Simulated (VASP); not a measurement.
# Cd16HSe15 (a cell with a defect) in VASP: single point with PBE

Aim: the single point of Cd16HSe15 (a cell with a defect) with PBE.

Everything below comes from runs of VASP 6.6.1. Logs are shortened: lines on timing, memory, paths and dates and some standing lists are left out, and cuts for length are marked.

### 1 The cell of the first run

The cell holds a defect, 32 atoms: a = 8.600 Å, b = 8.600 Å, c = 14.040 Å, α = 90.00°, β = 90.00°, γ = 120.00°.

### 2 Single point, PBE

INCAR reads:

```
PREC = Accurate ; ENCUT = 520
EDIFF = 1E-6 ; ISMEAR = -1
SIGMA = 0.01 ; LREAL = Auto
LASPH = True ; NELM = 80
ALGO = Normal ; ISIF = 2
LWAVE = False ; LCHARG = True
GGA = PE ; LVHAR = True
NBANDS = 164 ; NELECT = 282.0
KPAR = 4
```

KPOINTS reads:

```
Automatic mesh
0
Gamma
  3 3 2
```

POSCAR reads:

```
Cd16HSe15
1.0
    8.6000000000      0.0000000000      0.0000000000
   -4.3000000000      7.4478184726      0.0000000000
    0.0000000000      0.0000000000     14.0400000000
Cd H Se
16 1 15
Direct
    0.1666666667      0.3333333333      0.0102955499
    0.1666666667      0.3333333333      0.5075688315
    0.1579230390      0.8289615195      0.0013836493
    0.1728839403      0.8364419702      0.4997487346
    0.6710384805      0.3420769610      0.0013836493
    0.6635580298      0.3271160597      0.4997487346
    0.6710384805      0.8289615195      0.0013836493
    0.6635580298      0.8364419702      0.4997487346
    0.3273855180      0.1726144820      0.2465090232
    0.3328994350      0.1671005650      0.7571692434
    0.3273855180      0.6547710359      0.2465090232
    0.3328994350      0.6657988699      0.7571692434
    0.8452289641      0.1726144820      0.2465090232
    0.8342011301      0.1671005650      0.7571692434
    0.8333333333      0.6666666667      0.2600817754
    0.8333333333      0.6666666667      0.7404057363
    0.1666666667      0.3333333333      0.1962816285
    0.1666666667      0.3333333333      0.6939594872
    0.1627523613      0.8313761806      0.1896948050
    0.1732122391      0.8366061196      0.6888240375
    0.6686238194      0.3372476387      0.1896948050
    0.6633938804      0.3267877609      0.6888240375
    0.6686238194      0.8313761806      0.1896948050
    0.6633938804      0.8366061196      0.6888240375
    0.3298875029      0.1701124971      0.4336456633
    0.3319484353      0.1680515647      0.9478824038
    0.3298875029      0.6597750058      0.4336456633
    0.3319484353      0.6638968705      0.9478824038
    0.8402249942      0.1701124971      0.4336456633
    0.8361031295      0.1680515647      0.9478824038
    0.8333333333      0.6666666667      0.4459904388
    0.8333333333      0.6666666667      0.9308438724
```

Potentials or basis: VASP PAW PBE potentials, release 64 (Cd, H, Se).

Launch:

```console
$ cat potpaw_PBE.64/Cd/POTCAR potpaw_PBE.64/H/POTCAR potpaw_PBE.64/Se/POTCAR > POTCAR
$ mpirun -np 4 vasp_std > vasp.out
```

OUTCAR:

```text
PREC = Accurate
   ENCUT = 520
   EDIFF = 1E-6
   ISMEAR = -1
   LREAL = Auto
   LASPH = True
   NELM = 80
   ISIF = 2
   GGA = PE
   NELECT = 282.0

 ion  position               nearest neighbor table
   1  0.167  0.333  0.010-  26 2.61  30 2.61  28 2.61
   2  0.167  0.333  0.508-  18 2.62  25 2.64  29 2.64  27 2.64
   3  0.158  0.829  0.001-  32 2.61  26 2.64  28 2.64  19 2.64
   4  0.173  0.836  0.500-  31 2.64  25 2.65  27 2.65  20 2.65
   5  0.671  0.342  0.001-  32 2.61  26 2.64  30 2.64  21 2.64
   6  0.664  0.327  0.500-  31 2.64  25 2.65  29 2.65  22 2.65
   7  0.671  0.829  0.001-  32 2.61  28 2.64  30 2.64  23 2.64
   8  0.664  0.836  0.500-  31 2.64  27 2.65  29 2.65  24 2.65
   9  0.327  0.173  0.247-  25 2.63  21 2.66  19 2.66
  10  0.333  0.167  0.757-  18 2.63  22 2.64  20 2.64  26 2.68
  11  0.327  0.655  0.247-  27 2.63  23 2.66  19 2.66
  12  0.333  0.666  0.757-  18 2.63  24 2.64  20 2.64  28 2.68
  13  0.845  0.173  0.247-  29 2.63  21 2.66  23 2.66
  14  0.834  0.167  0.757-  18 2.63  24 2.64  22 2.64  30 2.68
  15  0.833  0.667  0.260-  31 2.61  23 2.65  19 2.65  21 2.65
  16  0.833  0.667  0.740-  24 2.63  20 2.63  22 2.63  32 2.67
  17  0.167  0.333  0.196-
  18  0.167  0.333  0.694-   2 2.62  10 2.63  14 2.63  12 2.63
  19  0.163  0.831  0.190-   3 2.64  15 2.65  11 2.66   9 2.66
  20  0.173  0.837  0.689-  16 2.63  10 2.64  12 2.64   4 2.65
  21  0.669  0.337  0.190-   5 2.64  15 2.65   9 2.66  13 2.66
  22  0.663  0.327  0.689-  16 2.63  10 2.64  14 2.64   6 2.65
  23  0.669  0.831  0.190-   7 2.64  15 2.65  11 2.66  13 2.66
  24  0.663  0.837  0.689-  16 2.63  12 2.64  14 2.64   8 2.65
  25  0.330  0.170  0.434-   9 2.63   2 2.64   6 2.65   4 2.65
  26  0.332  0.168  0.948-   1 2.61   5 2.64   3 2.64  10 2.68
  27  0.330  0.660  0.434-  11 2.63   2 2.64   8 2.65   4 2.65
  28  0.332  0.664  0.948-   1 2.61   7 2.64   3 2.64  12 2.68
  29  0.840  0.170  0.434-  13 2.63   2 2.64   8 2.65   6 2.65
  30  0.836  0.168  0.948-   1 2.61   7 2.64   5 2.64  14 2.68
  31  0.833  0.667  0.446-  15 2.61   8 2.64   4 2.64   6 2.64
  32  0.833  0.667  0.931-   7 2.61   3 2.61   5 2.61  16 2.67

  LATTYP: Found a hexagonal cell.
 ALAT       =     8.6000000000
 C/A-ratio  =     1.6325581395

  Lattice vectors:

 A1 = (   8.6000000000,   0.0000000000,   0.0000000000)
 A2 = (  -4.3000000000,   7.4478184726,   0.0000000000)
 A3 = (   0.0000000000,   0.0000000000,  14.0400000000)

Analysis of symmetry for initial positions (statically):
=====================================================================
 Subroutine PRICEL returns:
 Original cell was already a primitive cell.

 Routine SETGRP: Setting up the symmetry group for a
 hexagonal supercell.

 Subroutine GETGRP returns: Found  6 space group operations
 (whereof  2 operations were pure point group operations)
 out of a pool of 24 trial point group operations.

The static configuration has the point symmetry C_1h.
 The point group associated with its full space group is C_3v.

Analysis of symmetry for dynamics (positions and initial velocities):
=====================================================================
 Subroutine PRICEL returns:
 Original cell was already a primitive cell.

 Routine SETGRP: Setting up the symmetry group for a
 hexagonal supercell.

 Subroutine GETGRP returns: Found  6 space group operations
 (whereof  2 operations were pure point group operations)
 out of a pool of 24 trial point group operations.

The dynamic configuration has the point symmetry C_1h.
 The point group associated with its full space group is C_3v.

 Subroutine INISYM returns: Found  6 space group operations
 (whereof  2 operations are pure point group operations),
 and found     1 'primitive' translations

----------------------------------------------------------------------------------------

                                     Primitive cell

  volume of cell :     899.2794

  direct lattice vectors                    reciprocal lattice vectors
     8.600000000  0.000000000  0.000000000     0.116279070  0.067133752  0.000000000
    -4.300000000  7.447818473  0.000000000     0.000000000  0.134267504  0.000000000
     0.000000000  0.000000000 14.040000000     0.000000000  0.000000000  0.071225071

  length of vectors
     8.600000000  8.600000000 14.040000000     0.134267504  0.134267504  0.071225071

  position of ions in fractional coordinates (direct lattice)
     0.166666667  0.333333333  0.010295550
     0.166666667  0.333333333  0.507568832
     0.157923039  0.828961519  0.001383649
     0.172883940  0.836441970  0.499748735
     0.671038481  0.342076961  0.001383649
     0.663558030  0.327116060  0.499748735
[... 24 lines left out ...]
     0.833333333  0.666666667  0.445990439
     0.833333333  0.666666667  0.930843872

  ion indices of the primitive-cell ions
   primitive index   ion index
                 1           1
                 2           2
                 3           3
                 4           4
                 5           5
                 6           6
[... 24 lines left out ...]
                31          31
                32          32

----------------------------------------------------------------------------------------

 KPOINTS: Automatic mesh

Automatic generation of k-mesh.
 Grid dimensions read from file:
 generate k-points for:    3    3    2

 Generating k-lattice:

  Cartesian coordinates                     Fractional coordinates (reciprocal lattice)
     0.038759690  0.022377917  0.000000000     0.333333333  0.000000000  0.000000000
     0.000000000  0.044755835  0.000000000     0.000000000  0.333333333  0.000000000
     0.000000000  0.000000000  0.035612536     0.000000000  0.000000000  0.500000000

  Length of vectors
     0.044755835  0.044755835  0.035612536

  Shift w.r.t. Gamma in fractional coordinates (k-lattice)
     0.000000000  0.000000000  0.000000000

 Subroutine IBZKPT returns following result:
 ===========================================

 Found      6 irreducible k-points:

 Following reciprocal coordinates:
            Coordinates               Weight
  0.000000  0.000000  0.000000      1.000000
  0.333333 -0.000000  0.000000      6.000000
  0.333333  0.333333  0.000000      2.000000
  0.000000  0.000000  0.500000      1.000000
  0.333333 -0.000000  0.500000      6.000000
  0.333333  0.333333  0.500000      2.000000
   k-points           NKPTS =      6   k-points in BZ     NKDIM =      6   number of bands    NBANDS=    164
   number of dos      NEDOS =    301   number of ions     NIONS =     32
   total plane-waves  NPLWV = 442368
   dimension x,y,z NGX =    64 NGY =   64 NGZ =  108
   dimension x,y,z NGXF=   128 NGYF=  128 NGZF=  216
   ions per type =              16   1  15
   NGX,Y,Z   is equivalent  to a cutoff of  12.37, 12.37, 12.79 a.u.
   NGXF,Y,Z  is equivalent  to a cutoff of  24.74, 24.74, 25.58 a.u.
 SYSTEM =  unknown system
   PREC   = accura    normal or accurate (medium, high low for compatibility)
   ISTART =      0    job   : 0-new  1-cont  2-samecut
   ICHARG =      2    charge: 1-file 2-atom 10-const
   ISPIN  =      1    spin polarized calculation?
   LNONCOLLINEAR =      F non collinear calculations
   LSORBIT =      F    spin-orbit coupling
   LASPH  =      T    aspherical Exc in radial PAW
   ENCUT  =  520.0 eV  38.22 Ry    6.18 a.u.  15.99 15.99 26.11*2*pi/ulx,y,z
   NELM   =     80;   NELMIN=  2; NELMDL= -5     # of ELM steps
   EDIFF  = 0.1E-05   stopping-criterion for ELM
   LREAL  =      T    real-space projection
   EDIFFG = 0.1E-04   stopping-criterion for IOM
   NSW    =      0    number of steps for IOM
[... 5 lines left out ...]
   TEBEG  =    0.0;   TEEND  =   0.0 temperature during run
   PSTRESS=    0.0 pullay stress
   NELECT =     282.0000    total number of electrons
   NUPDOWN=      -1.0000    fix difference up-down
   EMIN   =  10.00;   EMAX   =-10.00  energy-range for DOS
   EFERMI =   0.00;   METHOD = LEGACY
   ISMEAR =    -1;   SIGMA  =   0.01  broadening in eV -4-tet -1-fermi 0-gaus
   EFERMI_NEDOS =   21; number of points for ismear=-14 and -15
   IALGO  =     38    algorithm
   IMIX   =      4    mixing-type and parameters
     AMIX     =   0.40;   BMIX     =  1.00
     AMIX_MAG =   1.60;   BMIX_MAG =  1.00
  volume/ion in A,a.u.               =      28.10       189.64
  Fermi-wavevector in a.u.,A,eV,Ry     =   1.112226  2.101802 16.831037  1.237046
  Thomas-Fermi vector in A             =   2.248798
   LORBIT       =      0    0 simple, 1 ext, 2 COOP (PROOUT), +10 PAW based schemes
   GGA     = PE    functional components
   LHFCALC =     F    Hartree Fock is set to
   AEXX    =    0.0000 exact exchange contribution
   IVDW    =     0    specifies the selected vdW correction
   LEPSILON=     F    determine dielectric tensor
   LRPA    =     F    only Hartree local field effects (RPA)
 non-spin polarized calculation
  energy-cutoff  :      520.00
  volume of cell :      899.28
 maximum number of plane-waves:     24264
 NGX is ok and might be reduce to    64
   NGX = 31   NGY = 31   NGZ = 53

 number of electron     282.0000008 magnetization

 Free energy of the ion-electron system (eV)
  ---------------------------------------------------
  ext. energy  EPLUGINS =         0.00000000
  ---------------------------------------------------
  free energy    TOTEN  =       -86.12608359 eV

  energy without entropy =      -86.12608359  energy(sigma->0) =      -86.12608359

 E-fermi :   0.9944     XC(G=0):  -8.7544

 val. band max:        0.7609707501   @ k =   0.0000   0.0000   0.0000
 cond. band min:       1.6795736726   @ k =   0.0000   0.0000   0.0000
 fundamental gap:      0.9186029225
 Fermi energy:         0.9943569073

 k-point     1 :       0.0000    0.0000    0.0000
  band No.  band energies     occupation
      1     -11.7823      2.00000
      2     -11.6143      2.00000
      3     -11.5793      2.00000
      4     -11.4921      2.00000
      5     -11.4921      2.00000
      6     -11.4051      2.00000
[... 145 lines left out ...]
    152       3.8207      0.00000
    153       3.9127      0.00000

 k-point     2 :       0.3333   -0.0000    0.0000
  band No.  band energies     occupation
      1     -11.7123      2.00000
      2     -11.5723      2.00000
      3     -11.5507      2.00000
      4     -11.5228      2.00000
      5     -11.4935      2.00000
      6     -11.4490      2.00000
[... 769 lines left out ...]
    152       4.9534      0.00000
    153       4.9764      0.00000
 [bands above 153 left out]

------------------------ aborting loop because EDIFF is reached ----------------------------------------

  FORCE on cell =-STRESS in cart. coord.  units (eV):
  Direction    XX          YY          ZZ          XY          YZ          ZX
  --------------------------------------------------------------------------------------
  -------------------------------------------------------------------------------------
  Total        5.4727698      5.4727698      4.1084355      0.0000000     -0.0000000      0.0000000
  in kB        9.7504155      9.7504155      7.3196854      0.0000000     -0.0000000      0.0000000
  external PRESSURE =       8.9401721 kB  Pullay stress =       0.0000000 kB

 VOLUME and BASIS-vectors are now :
 -----------------------------------------------------------------------------
  energy-cutoff  :      520.00
  volume of cell :      899.28
      direct lattice vectors                 reciprocal lattice vectors
     8.600000000  0.000000000  0.000000000     0.116279070  0.067133752  0.000000000
    -4.300000000  7.447818473  0.000000000     0.000000000  0.134267504  0.000000000
     0.000000000  0.000000000 14.040000000     0.000000000  0.000000000  0.071225071

 POSITION                                       TOTAL-FORCE (eV/Angst)
 -----------------------------------------------------------------------------------
      0.00000      2.48261      0.14455        -0.000000     -0.000000      0.047160
      0.00000      2.48261      7.12627        -0.000000     -0.000000      0.009335
     -2.20640      6.17395      0.01943         0.003598      0.002077     -0.003490
     -2.10990      6.22967      7.01647        -0.000055     -0.000032      0.002500
      4.30000      2.54773      0.01943         0.000000     -0.004155     -0.003490
      4.30000      2.43630      7.01647        -0.000000      0.000063      0.002500
[... 24 lines left out ...]
      4.30000      4.96521      6.26171        -0.000000     -0.000000     -0.007353
      4.30000      4.96521     13.06905        -0.000000     -0.000000     -0.009247
 -----------------------------------------------------------------------------------
    total drift:                                0.000002     -0.000002     -0.013237

  FREE ENERGIE OF THE ION-ELECTRON SYSTEM (eV)
  ---------------------------------------------------
  free  energy   TOTEN  =       -86.1260835933 eV

  energy  without entropy=      -86.1260835933  energy(sigma->0) =      -86.12608359
```

It took 19 min on 4 MPI ranks of Oxide Virtual Turin-like, shared host; peak memory 1.2 GiB.

Results:

```yaml
Free_energy: -86.1261 eV
Largest_force: 0.047 eV/Å
```

Forces in eV/Å, atoms in the order of the input:
```
Cd   0.000  0.000  0.047
Cd   0.000  0.000  0.009
Cd   0.004  0.002 -0.003
Cd   0.000  0.000  0.003
Cd   0.000 -0.004 -0.003
Cd   0.000  0.000  0.003
Cd  -0.004  0.002 -0.003
Cd   0.000  0.000  0.003
Cd  -0.010  0.006  0.005
Cd  -0.003  0.002 -0.002
Cd   0.000 -0.011  0.005
Cd   0.000 -0.003 -0.002
Cd   0.010  0.006  0.005
Cd   0.003  0.002 -0.002
Cd   0.000  0.000  0.014
Cd   0.000  0.000  0.003
H    0.000  0.000 -0.022
Se   0.000  0.000  0.001
Se  -0.022 -0.012 -0.016
Se   0.002  0.001  0.003
Se   0.000  0.025 -0.016
Se   0.000 -0.003  0.003
Se   0.022 -0.012 -0.016
Se  -0.002  0.001  0.003
Se  -0.009  0.005 -0.005
Se   0.008 -0.005  0.004
Se   0.000 -0.010 -0.005
Se   0.000  0.009  0.004
Se   0.009  0.005 -0.005
Se  -0.008 -0.005  0.004
Se   0.000  0.000 -0.007
Se   0.000  0.000 -0.009
```

Levels at points of the mesh, in eV from the Fermi level:
```
           k point  band 137  band 138  band 139  band 140  band 141  band 142  band 143  band 144  band 145  band 146
(0.00, 0.00, 0.00)     -0.58     -0.58     -0.49     -0.23     -0.23      0.69      1.59      2.13      2.30      2.35
(0.00, 0.00, 0.50)     -0.78     -0.50     -0.50     -0.26     -0.26      1.00      1.65      2.07      2.22      2.22
```

Caveat: the cell carries a net charge on a neutralising background, which shifts energy and pressure; the cell is charged against a uniform background, so pressure and absolute levels hang on convention.
